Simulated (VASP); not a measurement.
A run of VASP 6.6.1:

File INCAR:

```
  PREC = Accurate
  ENCUT = 520
  EDIFF = 1E-6
  ISMEAR = 1
  SIGMA = 0.1
  LREAL = F
  LASPH = T
  NELM = 100
  ALGO = Normal
  ISIF = 2
  LWAVE = F
  LCHARG = T
  GGA = PE
  LELF = T
  LVHAR = T
  NBANDS = 28
```

Contents of KPOINTS:

```
regular mesh
0
Gamma
  4 4 4
```

The input POSCAR:

```
CsBa3
1.0
    6.6043700000      0.0000000000      0.0000000000
    0.0000000000      6.6043700000      0.0000000000
    0.0000000000      0.0000000000      6.6043700000
Cs Ba
1 3
Direct
    0.0000000000      0.0000000000      0.0000000000
    0.0000000000      0.5000000000      0.5000000000
    0.5000000000      0.0000000000      0.5000000000
    0.5000000000      0.5000000000      0.0000000000
```

Potentials or basis: VASP PAW PBE potentials, release 64 (Cs_sv, Ba_sv).

Run with:

```bash
$ cat potpaw_PBE.64/Cs_sv/POTCAR potpaw_PBE.64/Ba_sv/POTCAR > POTCAR
$ mpirun -np 1 vasp_std > vasp.out
```

Hardware: 1 thread of Intel Xeon 6975P-C (shared host).

Q: How long does it take, and how much memory?

A: Run time: 47 s on 1 thread of Intel Xeon 6975P-C, on a shared host, peak memory 0.37 GiB. Counts: scf iterations 11, k points 10.
